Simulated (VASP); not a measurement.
# Cu3N (Pm-3m) in VASP: a series of runs, part 2 of 2

VASP 6.6.1. Earlier steps stand in the parts before.

**5. Single point, r2SCAN**

This run uses another cell than the first one, of 13.60 Å³/atom.

Contents of POSCAR:

```
Cu3N
1.0
    3.7886743955      0.0000000000      0.0000000000
    0.0000000000      3.7886743955      0.0000000000
    0.0000000000      0.0000000000      3.7886743955
Cu N
3 1
Direct
    0.5000000000      0.0000000000      0.0000000000
    0.0000000000      0.5000000000      0.0000000000
    0.0000000000      0.0000000000      0.5000000000
    0.0000000000      0.0000000000      0.0000000000
```

Contents of INCAR.step1:

```
ALGO     = Normal         # electronic algorithm
EDIFF    = 1E-5           # SCF threshold, eV
ENCUT    = 660            # plane-wave cutoff, eV
GGA      = PE             # functional
GGA_COMPAT= False        
ISMEAR   = -1             # smearing method
LASPH    = True           # aspherical terms in the spheres
LCHARG   = False          # write CHGCAR
LREAL    = False          # projectors in reciprocal space
LWAVE    = True           # write WAVECAR
NBANDS   = 27             # bands
NELM     = 120            # most SCF steps
PREC     = Accurate       # precision mode
SIGMA    = 0.05           # smearing width, eV
```

Contents of INCAR.step2:

```
ALGO     = Normal         # electronic algorithm
EDIFF    = 1E-6           # SCF threshold, eV
ENCUT    = 660            # plane-wave cutoff, eV
GGA_COMPAT= False        
ISIF     = 2              # what is computed and relaxed
ISMEAR   = -1             # smearing method
ISTART   = 1            
LASPH    = True           # aspherical terms in the spheres
LCHARG   = False          # write CHGCAR
LMIXTAU  = True         
LREAL    = False          # projectors in reciprocal space
LWAVE    = False          # write WAVECAR
METAGGA  = R2SCAN         # meta-GGA
NBANDS   = 27             # bands
NELM     = 120            # most SCF steps
PREC     = Accurate       # precision mode
SIGMA    = 0.05           # smearing width, eV
```

Contents of KPOINTS:

```
k-points
0
Gamma
  6 6 6
```

Potentials or basis: VASP PAW PBE potentials, release 64 (Cu, N).

The run is started by

```bash
> cat potpaw_PBE.64/Cu/POTCAR potpaw_PBE.64/N/POTCAR > POTCAR
> cp INCAR.step1 INCAR
> mpirun -np 1 vasp_std > vasp.out
> cp INCAR.step2 INCAR
> mpirun -np 1 vasp_std > vasp.out
```

OUTCAR:

```text
EDIFF = 1E-6
   ENCUT = 660
   ISIF = 2
   ISMEAR = -1
   ISTART = 1
   LASPH = True
   LREAL = False
   METAGGA = R2SCAN
   NELM = 120
   PREC = Accurate

 ion  position               nearest neighbor table
   1  0.500  0.000  0.000-   4 1.89   4 1.89   2 2.68   3 2.68   2 2.68   2 2.68   3 2.68   3 2.68
                             3 2.68   2 2.68
   2  0.000  0.500  0.000-   4 1.89   4 1.89   1 2.68   3 2.68   1 2.68   3 2.68   3 2.68   3 2.68
                             1 2.68   1 2.68
   3  0.000  0.000  0.500-   4 1.89   4 1.89   1 2.68   1 2.68   2 2.68   2 2.68   2 2.68   2 2.68
                             1 2.68   1 2.68
   4  0.000  0.000  0.000-   1 1.89   2 1.89   3 1.89   3 1.89   2 1.89   1 1.89

  LATTYP: Found a simple cubic cell.
 ALAT       =     3.7886743955

  Lattice vectors:

 A1 = (   3.7886743955,   0.0000000000,   0.0000000000)
 A2 = (   0.0000000000,   3.7886743955,   0.0000000000)
 A3 = (   0.0000000000,   0.0000000000,   3.7886743955)

Analysis of symmetry for initial positions (statically):
=====================================================================
[... 170 lines left out ...]

 E-fermi :   5.1291     XC(G=0): -11.5483

 val. band max:        5.0019141705   @ k =   0.5000   0.5000   0.5000
 cond. band min:       5.2514202096   @ k =   0.5000   0.5000   0.0000
 fundamental gap:      0.2495060391
 Fermi energy:         5.1290683284

 k-point     1 :       0.0000    0.0000    0.0000
  band No.  band energies     occupation
      1     -12.9166      2.00000
      2      -0.4324      2.00000
      3      -0.0294      2.00000
      4      -0.0294      2.00000
      5      -0.0294      2.00000
      6       0.9219      2.00000
[... 589 lines left out ...]
     26      13.7016      0.00000
     27      16.5541      0.00000

------------------------ aborting loop because EDIFF is reached ----------------------------------------

  FORCE on cell =-STRESS in cart. coord.  units (eV):
  Direction    XX          YY          ZZ          XY          YZ          ZX
  --------------------------------------------------------------------------------------
  -------------------------------------------------------------------------------------
  Total        0.2615361      0.2615361      0.2615361     -0.0000000     -0.0000000      0.0000000
  in kB        7.7051373      7.7051373      7.7051373     -0.0000000     -0.0000000      0.0000000
  external PRESSURE =       7.7051373 kB  Pullay stress =       0.0000000 kB

 VOLUME and BASIS-vectors are now :
 -----------------------------------------------------------------------------
  energy-cutoff  :      660.00
  volume of cell :       54.38
      direct lattice vectors                 reciprocal lattice vectors
     3.788674396  0.000000000  0.000000000     0.263944561  0.000000000  0.000000000
     0.000000000  3.788674396  0.000000000     0.000000000  0.263944561  0.000000000
     0.000000000  0.000000000  3.788674396     0.000000000  0.000000000  0.263944561

 POSITION                                       TOTAL-FORCE (eV/Angst)
 -----------------------------------------------------------------------------------
      1.89434      0.00000      0.00000         0.000000      0.000000      0.000000
      0.00000      1.89434      0.00000         0.000000      0.000000      0.000000
      0.00000      0.00000      1.89434         0.000000      0.000000      0.000000
      0.00000      0.00000      0.00000         0.000000      0.000000      0.000000
 -----------------------------------------------------------------------------------
    total drift:                                0.000000      0.000000     -0.000000

  FREE ENERGIE OF THE ION-ELECTRON SYSTEM (eV)
  ---------------------------------------------------
  free  energy   TOTEN  =       -40.7096449935 eV

  energy  without entropy=      -40.7086120695  energy(sigma->0) =      -40.70912853
```

OSZICAR.step1:

```text
N       E                     dE             d eps       ncg     rms          rms(c)
DAV:   1     0.318693635570E+03    0.31869E+03   -0.20117E+04  1096   0.265E+03
DAV:   2     0.188292245390E+02   -0.29986E+03   -0.28571E+03  1083   0.408E+02
DAV:   3    -0.212994117178E+02   -0.40129E+02   -0.38138E+02  1393   0.175E+02
DAV:   4    -0.230337623802E+02   -0.17344E+01   -0.17134E+01  1498   0.398E+01
DAV:   5    -0.230544041964E+02   -0.20642E-01   -0.20634E-01  1433   0.428E+00    0.159E+01
DAV:   6    -0.207320927141E+02    0.23223E+01   -0.37161E+01  1431   0.137E+02    0.101E+01
DAV:   7    -0.183652784647E+02    0.23668E+01   -0.96166E+00  1318   0.766E+01    0.250E+00
DAV:   8    -0.183835240161E+02   -0.18246E-01   -0.62851E-01  1309   0.582E+00    0.146E+00
DAV:   9    -0.183589416326E+02    0.24582E-01   -0.35888E-02  1473   0.266E+00    0.286E-01
DAV:  10    -0.183580681743E+02    0.87346E-03   -0.84700E-03  1421   0.138E+00    0.125E-01
DAV:  11    -0.183579257240E+02    0.14245E-03   -0.16195E-03  1571   0.690E-01    0.618E-02
DAV:  12    -0.183578692741E+02    0.56450E-04   -0.33944E-04  1568   0.205E-01    0.108E-02
DAV:  13    -0.183578709584E+02   -0.16843E-05   -0.39425E-05  1079   0.573E-02
   1 F= -.18357871E+02 E0= -.18356787E+02  d E =-.216719E-02
```

Run time: 46 s. Hardware: 1 thread of Intel Xeon 6975P-C (Granite Rapids), shared host; peak memory 0.2 GiB.

Results:

```
Free energy            : -40.7096 eV
Pressure               : 0.8 GPa
Band gap on the k mesh : 0.25 eV (least direct gap 0.86 eV)
```

Caveat: semilocal functionals underestimate gaps, and a narrow one can read as zero; the PAW data sets were made with another functional, which shifts forces and pressure a little.

**6. Relaxation of cell and atoms, PBE+D4**

This run uses another cell than the first one, of 13.79 Å³/atom.

Contents of INCAR:

```
SYSTEM = Cu3N
PREC     = Accurate       ! precision mode
ENCUT    = 600            ! plane-wave cutoff, eV
EDIFF    = 1E-7           ! SCF threshold, eV
ISMEAR   = -1             ! smearing method
SIGMA    = 0.05           ! smearing width, eV
LREAL    = .FALSE.        ! projectors in reciprocal space
LASPH    = .TRUE.         ! aspherical terms in the spheres
NELM     = 120            ! most SCF steps
ALGO     = Normal         ! electronic algorithm
ISIF     = 3              ! what is computed and relaxed
LWAVE    = .FALSE.        ! write WAVECAR
LCHARG   = .FALSE.        ! write CHGCAR
GGA      = PE             ! functional
IVDW     = 13             ! dispersion correction
IBRION   = 2              ! ionic algorithm
NSW      = 80             ! ionic steps
EDIFFG   = -0.01          ! ionic threshold
GGA_COMPAT= .FALSE.      
NELMIN   = 4
```

Contents of KPOINTS:

```
Automatic mesh
0
G
  6 6 6
  0 0 0
```

Contents of POSCAR:

```
Cu3N
1.0
    3.8070000000      0.0000000000      0.0000000000
    0.0000000000      3.8070000000      0.0000000000
    0.0000000000      0.0000000000      3.8070000000
Cu N
3 1
Direct
    0.5000000000      0.0000000000      0.0000000000
    0.0000000000      0.5000000000      0.0000000000
    0.0000000000      0.0000000000      0.5000000000
    0.0000000000      0.0000000000      0.0000000000
```

Potentials or basis: VASP PAW PBE potentials, release 64 (Cu, N).

The run is started by

```bash
> cat potpaw_PBE.64/Cu/POTCAR potpaw_PBE.64/N/POTCAR > POTCAR
> mpirun -np 1 vasp_std > vasp.out
```

OUTCAR:

```text
SYSTEM = Cu3N
   PREC = Accurate
   ENCUT = 600
   EDIFF = 1E-7
   ISMEAR = -1
   LREAL = .FALSE.
   LASPH = .TRUE.
   NELM = 120
   ISIF = 3
   GGA = PE
   IVDW = 13
   IBRION = 2
   NSW = 80
   EDIFFG = -0.01
   NELMIN = 4

 ion  position               nearest neighbor table
   1  0.500  0.000  0.000-   4 1.90   4 1.90   2 2.69   3 2.69   2 2.69   2 2.69   3 2.69   3 2.69
                             3 2.69   2 2.69
   2  0.000  0.500  0.000-   4 1.90   4 1.90   1 2.69   3 2.69   1 2.69   3 2.69   3 2.69   3 2.69
                             1 2.69   1 2.69
   3  0.000  0.000  0.500-   4 1.90   4 1.90   1 2.69   1 2.69   2 2.69   2 2.69   2 2.69   2 2.69
                             1 2.69   1 2.69
   4  0.000  0.000  0.000-   1 1.90   2 1.90   3 1.90   3 1.90   2 1.90   1 1.90

  LATTYP: Found a simple cubic cell.
 ALAT       =     3.8070000000

  Lattice vectors:

 A1 = (   3.8070000000,   0.0000000000,   0.0000000000)
 A2 = (   0.0000000000,   3.8070000000,   0.0000000000)
 A3 = (   0.0000000000,   0.0000000000,   3.8070000000)
[... 172 lines left out ...]
  free energy    TOTEN  =       -18.37438892 eV

  energy without entropy =      -18.37275057  energy(sigma->0) =      -18.37356974

------------------------ aborting loop because EDIFF is reached ----------------------------------------

  DFT-D4 for vdW energy calculation

  Edisp (eV):   -1.43847
[... 75 lines left out ...]
--------------------------------------- Ionic step        3  -------------------------------------------

 number of electron      37.9999984 magnetization

 Free energy of the ion-electron system (eV)
  ---------------------------------------------------
  ext. energy  EPLUGINS =         0.00000000
  ---------------------------------------------------
  free energy    TOTEN  =       -18.36018166 eV

  energy without entropy =      -18.35810410  energy(sigma->0) =      -18.35914288

 E-fermi :   5.1949     XC(G=0): -10.8832

 val. band max:        5.1181173463   @ k =   0.5000   0.5000   0.5000
 cond. band min:       5.2670587252   @ k =   0.5000   0.5000   0.0000
 fundamental gap:      0.1489413789
 Fermi energy:         5.1949264879

 k-point     1 :       0.0000    0.0000    0.0000
  band No.  band energies     occupation
      1     -11.8726      2.00000
      2      -0.2404      2.00000
      3       0.2493      2.00000
      4       0.2493      2.00000
      5       0.2493      2.00000
      6       1.1595      2.00000
[... 544 lines left out ...]
  FREE ENERGIE OF THE ION-ELECTRON SYSTEM (eV)
  ---------------------------------------------------
  free  energy   TOTEN  =       -19.8160072539 eV

  energy  without entropy=      -19.8139296916  energy(sigma->0) =      -19.81496847

 reached required accuracy - stopping structural energy minimisation
```

OSZICAR:

```text
N       E                     dE             d eps       ncg     rms          rms(c)
DAV:   1     0.302047522161E+03    0.30205E+03   -0.19463E+04   928   0.292E+03
DAV:   2     0.140965127111E+02   -0.28795E+03   -0.28003E+03   920   0.428E+02
DAV:   3    -0.216304418352E+02   -0.35727E+02   -0.34802E+02  1316   0.185E+02
[... 34 lines left out ...]
DAV:   6    -0.183601784170E+02    0.59684E-04   -0.25519E-04  1537   0.198E-01    0.546E-03
DAV:   7    -0.183601806930E+02   -0.22759E-05   -0.20001E-05  1085   0.329E-02    0.343E-03
DAV:   8    -0.183601814565E+02   -0.76346E-06   -0.71476E-07  1122   0.116E-02    0.183E-03
DAV:   9    -0.183601816443E+02   -0.18785E-06   -0.11720E-07   569   0.665E-03    0.572E-04
DAV:  10    -0.183601816614E+02   -0.17109E-07   -0.15473E-07   794   0.265E-03
   3 F= -.19816007E+02 E0= -.19814968E+02  d E =-.314867E-02
```

CONTCAR:

```text
Cu3N
   1.00000000000000
     3.7914398075095370   -0.0000000000000000    0.0000000000000000
    -0.0000000000000000    3.7914398075095370    0.0000000000000000
    -0.0000000000000000   -0.0000000000000000    3.7914398075095370
  Cu              N
     3     1
Direct
     0.5000000000000000    0.0000000000000000    0.0000000000000000
     0.0000000000000000    0.5000000000000000    0.0000000000000000
     0.0000000000000000    0.0000000000000000    0.5000000000000000
     0.0000000000000000    0.0000000000000000    0.0000000000000000

  0.00000000E+00  0.00000000E+00  0.00000000E+00
  0.00000000E+00  0.00000000E+00  0.00000000E+00
  0.00000000E+00  0.00000000E+00  0.00000000E+00
  0.00000000E+00  0.00000000E+00  0.00000000E+00
```

Wall time 38 s (1 thread of Intel Xeon 6975P-C (Granite Rapids), shared host); peak memory 0.18 GiB.

Results:

```yaml
Free_energy: -19.8160 eV
Relaxed_volume: 13.63 Å³/atom
Relaxed_cell: a = 3.791 Å, b = 3.791 Å, c = 3.791 Å, α = 90.00°, β = 90.00°, γ = 90.00°
Space_group_after_relaxing_to_0.1_Å: Pm-3m (No. 221)
Energy_gained_by_relaxing: 0.8 meV/atom
Ionic_steps: 3
Pressure_after_relaxing: 0.0 GPa
Band_gap_on_the_k_mesh: 0.15 eV (least direct gap 0.70 eV)
Dispersion_energy_per_atom: -0.364 eV
```

The path:
| step | energy change (eV) | largest force (eV/Å) | pressure (GPa) | volume (Å³) |
| --- | --- | --- | --- | --- |
| 1 | 0.0000 | 0.0000 | -1.48 | 55.18 |
| 2 | -0.0023 | 0.0000 | 0.78 | 54.17 |
| 3 | -0.0031 | 0.0000 | 0.01 | 54.50 |

Final structure:
```
Cu N
1.0
     3.79144    0.00000    0.00000
     0.00000    3.79144    0.00000
     0.00000    0.00000    3.79144
Cu N
3 1
Direct
  0.50000 0.00000 0.00000
  0.00000 0.50000 0.00000
  0.00000 0.00000 0.50000
  0.00000 0.00000 0.00000
```

Caveat: semilocal functionals underestimate gaps, and a narrow one can read as zero. A k mesh can miss the band edges.

**7. Overview**

| task | level | potentials or basis | cell | cutoff (eV) | gap on the mesh (eV) | pressure (GPa) |
| --- | --- | --- | --- | --- | --- | --- |
| single point | LDA | VASP PAW LDA potentials, release 64 (Cu, N) | a = 3.721 Å, 4 atoms | 600 | none | 1.0 |
| single point | PBE+D4 | VASP PAW PBE potentials, release 64 (Cu, N) | a = 3.786 Å, 4 atoms | 600 | 0.13 | 0.8 |
| single point | PBE | VASP PAW PBE potentials, release 64 (Cu, N) | a = 3.829 Å, 4 atoms | 600 | 0.24 | 0.8 |
| single point | r2SCAN | VASP PAW PBE potentials, release 64 (Cu, N) | a = 3.789 Å, 4 atoms | 660 | 0.25 | 0.8 |
| relaxation of cell and atoms | PBE+D4 | VASP PAW PBE potentials, release 64 (Cu, N) | relaxed from a = 3.807 Å, 4 atoms | 600 | 0.15 | 0.0 |

Alike in all rows: no spin polarisation; k mesh 6 × 6 × 6; smearing fermi-dirac 0.05 eV.

Caveats: semilocal functionals underestimate gaps, and a narrow one can read as zero; the PAW data sets were made with another functional, which shifts forces and pressure a little (at least some runs).

Total energies depend on the potentials used, so only differences within one code and one set of settings carry meaning.

The gap in the log of VASP goes by the Fermi energy; the results here count the filled bands.